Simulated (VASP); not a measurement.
Crystal: CaHf.

```xyz
4
Lattice="5.2160 0.0000 0.0000 0.0000 3.4518 0.0000 0.0000 0.0000 5.3256" Properties=species:S:1:pos:R:3 pbc="T T T"
Ca    3.9120    0.0000    3.6587
Ca    1.3040    0.0000    1.6669
Hf    3.9120    1.7259    1.0012
Hf    1.3040    1.7259    4.3244
```

```yaml
Program: VASP 6.6.1
Task: relaxation of cell and atoms
Functional: PBE
Potentials_or_basis: VASP PAW PBE potentials, release 64 (Ca_sv, Hf_pv)
Cutoff: 600 eV
k_mesh: 4 × 6 × 4
Occupations: gaussian, width 0.1 eV
Spin: no spin polarisation
```

At the start: pressure 8.9 GPa; volume 23.97 Å³/atom.

Q: How do energy, volume and symmetry change on relaxing?

A: Over 15 steps the energy falls by 301.1 meV/atom and the volume is 29.06 Å³/atom (+21.2 %); space group Pmma (No. 51, to 0.05 Å).

Step by step:
| step | energy change (eV) | largest force (eV/Å) | pressure (GPa) | volume (Å³) |
| --- | --- | --- | --- | --- |
| 1 | 0.0000 | 0.7029 | 8.88 | 95.89 |
| 2 | -0.5131 | 0.7624 | -1.51 | 115.46 |
| 3 | -0.5154 | 0.7553 | -0.97 | 113.97 |
| 4 | -0.6369 | 0.7177 | -0.69 | 113.41 |
| 5 | -0.7720 | 0.6181 | 0.19 | 112.11 |
| 6 | -0.7847 | 0.5796 | 0.82 | 111.35 |
| 7 | -0.8869 | 0.5056 | 0.09 | 113.76 |
| 8 | -1.0591 | 0.1989 | -1.93 | 121.11 |
| 9 | -1.1377 | 0.1476 | -1.32 | 119.55 |
| 10 | -1.1672 | 0.2753 | -0.71 | 118.29 |
| 11 | -1.1680 | 0.3406 | -0.56 | 118.04 |
| 12 | -1.1926 | 0.1894 | -0.24 | 117.02 |
| 13 | -1.2036 | 0.0201 | 0.18 | 115.84 |
| 14 | -1.2037 | 0.0129 | 0.22 | 115.73 |
| 15 | -1.2042 | 0.0284 | 0.04 | 116.23 |

Final structure:
```
Ca Hf
1.0
     5.11341    0.00000    0.00000
     0.00000    3.32948    0.00000
     0.00000    0.00000    6.82707
Ca Hf
2 2
Cartesian
  3.8351 0.0000 4.5693
  1.2784 0.0000 2.2578
  3.8351 1.6647 0.6633
  1.2784 1.6647 6.1638
```

Caveat: the volume moved by over 15 % at a fixed basis, so the end points are rough.
